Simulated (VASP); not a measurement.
Input of a VASP 6.6.1 run:

Contents of INCAR:

```
SYSTEM = Ni
PREC = Accurate
ENCUT = 600
EDIFF = 1E-6
ISMEAR = -1
SIGMA = 0.15
LREAL = .False.
LASPH = .True.
NELM = 200
ALGO = Normal
ISIF = 2
LWAVE = .False.
LCHARG = .False.
ISPIN = 2
MAGMOM = 2
LORBIT = 11
LMAXMIX = 4
GGA = PS
IVDW = 12
NBANDS = 15
GGA_COMPAT = .False.
```

File KPOINTS:

```
regular mesh
0
Gamma
  17 17 17
  0 0 0
```

File POSCAR:

```
Ni
1.0
   -1.3647932233      1.3647932233      1.3647932233
    1.3647932233     -1.3647932233      1.3647932233
    1.3647932233      1.3647932233     -1.3647932233
Ni
1
Direct
    0.0000000000      0.0000000000      0.0000000000
```

Potentials or basis: VASP PAW PBE potentials, release 64 (Ni).

The run is started by

```sh
$ cat potpaw_PBE.64/Ni/POTCAR > POTCAR
$ mpirun -np 1 vasp_std > vasp.out
```

Q: Estimate the site moments.

A: Ni +0.27 μB.

Q: What does it give for the net moment?

A: 0.27 μB per cell.

Q: Predict the pressure.

A: -0.3 GPa.

Q: What does it give for the dispersion energy per atom?

A: -0.447 eV.

Caveat: the PAW data sets were made with another functional, which shifts forces and pressure a little.
